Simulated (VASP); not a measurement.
# Al8N7 (a cell with a defect) in VASP: single point with LDA

Aim: the single point of Al8N7 (a cell with a defect) with LDA.

All numbers are computed with VASP 6.6.1; they aren't measurements. Logs are shortened: lines on timing, memory, paths and dates and some standing lists are left out, and cuts for length are marked.

**1. The cell of the first run**

The cell holds a defect, 15 atoms: a = 5.672 Å, b = 5.672 Å, c = 5.672 Å, α = 60.00°, β = 60.00°, γ = 60.00°.

**2. Single point, LDA (atom 9 moved 0.000 of the way to it and -0.125 Å across, host rigid)**

The input, INCAR:

```
SYSTEM = Al8N7
ALGO     = Normal         ! electronic algorithm
EDIFF    = 1E-6           ! SCF threshold, eV
ENCUT    = 520            ! plane-wave cutoff, eV
GGA      = CA             ! functional
ISIF     = 2              ! what is computed and relaxed
ISMEAR   = 0              ! smearing method
LASPH    = .TRUE.         ! aspherical terms in the spheres
LCHARG   = .TRUE.         ! write CHGCAR
LELF     = .TRUE.         ! ELF
LREAL    = Auto         
LVHAR    = .TRUE.       
LWAVE    = .FALSE.        ! write WAVECAR
NBANDS   = 42             ! bands
NELECT   = 56.0         
NELM     = 80             ! most SCF steps
PREC     = Accurate       ! precision mode
SIGMA    = 0.05           ! smearing width, eV
```

The input, KPOINTS:

```
k-points
0
G
  4 4 4
  0 0 0
```

The input, POSCAR:

```
Al8N7
1.0
   -4.0109247379      4.0109247379      0.0000000000
   -4.0109247379      0.0000000000      4.0109247379
    0.0000000000      4.0109247379      4.0109247379
Al N
8 7
Direct
    0.7500000000      0.7500000000      0.7500000000
    0.2500000000      0.7500000000      0.7500000000
    0.7500000000      0.2500000000      0.7500000000
    0.7500000000      0.7500000000      0.2500000000
    0.2500000000      0.2500000000      0.7500000000
    0.2500000000      0.7500000000      0.2500000000
    0.7500000000      0.2500000000      0.2500000000
    0.2500000000      0.2500000000      0.2500000000
    0.5155824415      0.9844175585      0.4844175585
    1.0000000000      0.5000000000      0.5000000000
    1.0000000000      1.0000000000      0.0000000000
    0.5000000000      0.5000000000      0.5000000000
    0.5000000000      1.0000000000      0.0000000000
    1.0000000000      0.5000000000      0.0000000000
    0.5000000000      0.5000000000      0.0000000000
```

Potentials or basis: VASP PAW LDA potentials, release 64 (Al, N).

On the command line:

```
cat potpaw_LDA.64/Al/POTCAR potpaw_LDA.64/N/POTCAR > POTCAR
mpirun -np 1 vasp_std > vasp.out
```

OUTCAR:

```text
SYSTEM = Al8N7
   EDIFF = 1E-6
   ENCUT = 520
   GGA = CA
   ISIF = 2
   ISMEAR = 0
   LASPH = .TRUE.
   LREAL = Auto
   NELECT = 56.0
   NELM = 80
   PREC = Accurate

 ion  position               nearest neighbor table
   1  0.750  0.750  0.750-  10 2.01  13 2.01  14 2.01  15 2.01   9 2.01   4 2.84   2 2.84   3 2.84
                             4 2.84   6 2.84   7 2.84   3 2.84   5 2.84   7 2.84   2 2.84   5 2.84
   2  0.250  0.750  0.750-  11 2.01  12 2.01  14 2.01  15 2.01   9 2.01   6 2.84   1 2.84   5 2.84
                             4 2.84   6 2.84   8 2.84   3 2.84   5 2.84   8 2.84   1 2.84   3 2.84
   3  0.750  0.250  0.750-  10 2.01  11 2.01  12 2.01  13 2.01  15 2.01   7 2.84   1 2.84   5 2.84
                             4 2.84   7 2.84   8 2.84   1 2.84   2 2.84   4 2.84   2 2.84   5 2.84
   4  0.750  0.750  0.250-   9 1.88  10 2.01  11 2.01  12 2.01  13 2.01  14 2.01   1 2.84   6 2.84
                             7 2.84   1 2.84   2 2.84   3 2.84   3 2.84   7 2.84   8 2.84   2 2.84
   5  0.250  0.250  0.750-  10 2.01  11 2.01  12 2.01  13 2.01  14 2.01   9 2.13   2 2.84   3 2.84
                             8 2.84   6 2.84   7 2.84   8 2.84   1 2.84   2 2.84   6 2.84   1 2.84
   6  0.250  0.750  0.250-  10 2.01  11 2.01  12 2.01  13 2.01  15 2.01   8 2.84   2 2.84   4 2.84
                             1 2.84   2 2.84   5 2.84   5 2.84   7 2.84   8 2.84   1 2.84   4 2.84
   7  0.750  0.250  0.250-  11 2.01  12 2.01  14 2.01  15 2.01   9 2.01   8 2.84   3 2.84   4 2.84
                             1 2.84   3 2.84   5 2.84   1 2.84   4 2.84   6 2.84   5 2.84   6 2.84
   8  0.250  0.250  0.250-  10 2.01  13 2.01  14 2.01  15 2.01   9 2.01   7 2.84   5 2.84   6 2.84
                             2 2.84   3 2.84   5 2.84   2 2.84   4 2.84   6 2.84   3 2.84   4 2.84
   9  0.516  0.984  0.484-   4 1.88   2 2.01   1 2.01   7 2.01   8 2.01   5 2.13
  10  0.000  0.500  0.500-   1 2.01   3 2.01   4 2.01   5 2.01   6 2.01   8 2.01
  11  0.000  0.000  0.000-   2 2.01   3 2.01   4 2.01   5 2.01   6 2.01   7 2.01
  12  0.500  0.500  0.500-   2 2.01   3 2.01   4 2.01   5 2.01   6 2.01   7 2.01
  13  0.500  0.000  0.000-   1 2.01   3 2.01   4 2.01   5 2.01   6 2.01   8 2.01
  14  0.000  0.500  0.000-   1 2.01   2 2.01   4 2.01   5 2.01   7 2.01   8 2.01
  15  0.500  0.500  0.000-   1 2.01   2 2.01   3 2.01   6 2.01   7 2.01   8 2.01

  LATTYP: Found a face centered cubic cell.
 ALAT       =     8.0218494758

  Lattice vectors:

 A1 = (  -4.0109247379,   4.0109247379,   0.0000000000)
 A2 = (  -4.0109247379,   0.0000000000,   4.0109247379)
 A3 = (   0.0000000000,   4.0109247379,   4.0109247379)

Analysis of symmetry for initial positions (statically):
=====================================================================
 Subroutine PRICEL returns:
 Original cell was already a primitive cell.

 Routine SETGRP: Setting up the symmetry group for a
 face centered cubic supercell.
[... 163 lines left out ...]
  Thomas-Fermi vector in A             =   2.373898
   LORBIT       =      0    0 simple, 1 ext, 2 COOP (PROOUT), +10 PAW based schemes
   GGA     = CA    functional components
   LHFCALC =     F    Hartree Fock is set to
   AEXX    =    0.0000 exact exchange contribution
   IVDW    =     0    specifies the selected vdW correction
   LEPSILON=     F    determine dielectric tensor
   LRPA    =     F    only Hartree local field effects (RPA)
 non-spin polarized calculation
 Gauss-broadening in eV      SIGMA  =   0.05
  energy-cutoff  :      520.00
  volume of cell :      129.05
 maximum number of plane-waves:      3511
   NGX = 21   NGY = 21   NGZ = 21

 number of electron      55.9999991 magnetization

 Free energy of the ion-electron system (eV)
  ---------------------------------------------------
  ext. energy  EPLUGINS =         0.00000000
  ---------------------------------------------------
  free energy    TOTEN  =      -145.82400753 eV

  energy without entropy =     -145.81501529  energy(sigma->0) =     -145.81951141

 E-fermi :   9.0018     XC(G=0): -12.1699

 val. band max:        9.0011950628   @ k =   0.0000   0.5000   0.0000
 cond. band min:       9.0068594224   @ k =   0.5000   0.0000   0.0000
 fundamental gap:      0.0056643596
 Fermi energy:         9.0018340411

 k-point     1 :       0.0000    0.0000    0.0000
  band No.  band energies     occupation
      1      -7.6008      2.00000
      2      -4.5833      2.00000
      3      -4.5788      2.00000
      4      -4.5787      2.00000
      5      -3.8722      2.00000
      6      -3.5837      2.00000
[... 763 lines left out ...]
     39      18.6520      0.00000
     40      18.8345      0.00000
 [bands above 40 left out]

------------------------ aborting loop because EDIFF is reached ----------------------------------------

  FORCE on cell =-STRESS in cart. coord.  units (eV):
  Direction    XX          YY          ZZ          XY          YZ          ZX
  --------------------------------------------------------------------------------------
  -------------------------------------------------------------------------------------
  Total      -36.8902492    -36.8902492    -35.9629267     -0.0801420      0.0000000      0.0000000
  in kB     -457.9927856   -457.9927856   -446.4800681     -0.9949638      0.0000000      0.0000000
  external PRESSURE =    -454.1552131 kB  Pullay stress =       0.0000000 kB

 VOLUME and BASIS-vectors are now :
 -----------------------------------------------------------------------------
  energy-cutoff  :      520.00
  volume of cell :      129.05
      direct lattice vectors                 reciprocal lattice vectors
    -4.010924738  4.010924738  0.000000000    -0.124659532  0.124659532 -0.124659532
    -4.010924738  0.000000000  4.010924738    -0.124659532 -0.124659532  0.124659532
     0.000000000  4.010924738  4.010924738     0.124659532  0.124659532  0.124659532

 POSITION                                       TOTAL-FORCE (eV/Angst)
 -----------------------------------------------------------------------------------
     -6.01639      6.01639      6.01639         2.646159      0.003591     -0.078369
     -4.01092      4.01092      6.01639         0.003591      2.646159     -0.078369
     -4.01092      6.01639      4.01092        -0.000000      0.000000      2.652441
     -6.01639      4.01092      4.01092        -0.000000      0.000000     -0.743259
     -2.00546      4.01092      4.01092        -0.000000      0.000000     -0.118995
     -4.01092      2.00546      4.01092        -0.000000      0.000000     -2.652427
     -4.01092      4.01092      2.00546        -0.003591     -2.646159     -0.078369
     -2.00546      2.00546      2.00546        -2.646159     -0.003591     -0.078369
     -6.01639      4.01092      5.89139        -0.000000      0.000000      2.223972
     -2.00546      2.00546      4.01092         0.006636      0.329655     -0.269343
      0.00000      0.00000      0.00000        -0.329655     -0.006636     -0.269343
     -4.01092      4.01092      4.01092         0.329655      0.006636     -0.269343
     -2.00546      2.00546      0.00000        -0.006636     -0.329655     -0.269343
     -2.00546      0.00000      2.00546        -0.000000      0.000000     -0.001069
     -4.01092      2.00546      2.00546        -0.000000      0.000000      0.030187
 -----------------------------------------------------------------------------------
    total drift:                                0.000000     -0.000000      0.000611

  FREE ENERGIE OF THE ION-ELECTRON SYSTEM (eV)
  ---------------------------------------------------
  free  energy   TOTEN  =      -145.8240075264 eV

  energy  without entropy=     -145.8150152876  energy(sigma->0) =     -145.81951141
```

stdout:

```text
POSCAR found type information on POSCAR AlN
 POSCAR found :  2 types and      15 ions
 scaLAPACK will be used
 LDA part: xc-table for (Slater(with rela. corr.)+CA(PZ))
 , standard interpolation
 POSCAR, INCAR and KPOINTS ok, starting setup
 FFT: planning ... GRIDC
 FFT: planning ... GRID_SOFT
 FFT: planning ... GRID
 WAVECAR not read
 entering main loop
 the old and the new charge density differ
 old charge density:    59.00000 new   56.00000
    0.204E+01
```

It took 2.1 min on 1 thread of Intel Xeon 6975P-C (Granite Rapids), shared host; peak memory 0.23 GiB.

Results:

| Property | Result |
| --- | --- |
| Free energy | -145.8240 eV |
| Largest force | 2.652 eV/Å |

Forces on the atoms (eV/Å):
```
Al   2.646  0.004 -0.078
Al   0.004  2.646 -0.078
Al   0.000  0.000  2.652
Al   0.000  0.000 -0.743
Al   0.000  0.000 -0.119
Al   0.000  0.000 -2.652
Al  -0.004 -2.646 -0.078
Al  -2.646 -0.004 -0.078
N    0.000  0.000  2.224
N    0.007  0.330 -0.269
N   -0.330 -0.007 -0.269
N    0.330  0.007 -0.269
N   -0.007 -0.330 -0.269
N    0.000  0.000 -0.001
N    0.000  0.000  0.030
```

Caveat: the cell carries a net charge on a neutralising background, which shifts energy and pressure; the cell differs from its parent crystal (atom 9 moved 0.000 of the way to it and -0.125 Å across, host rigid); the cell is charged against a uniform background, so pressure and absolute levels hang on convention.
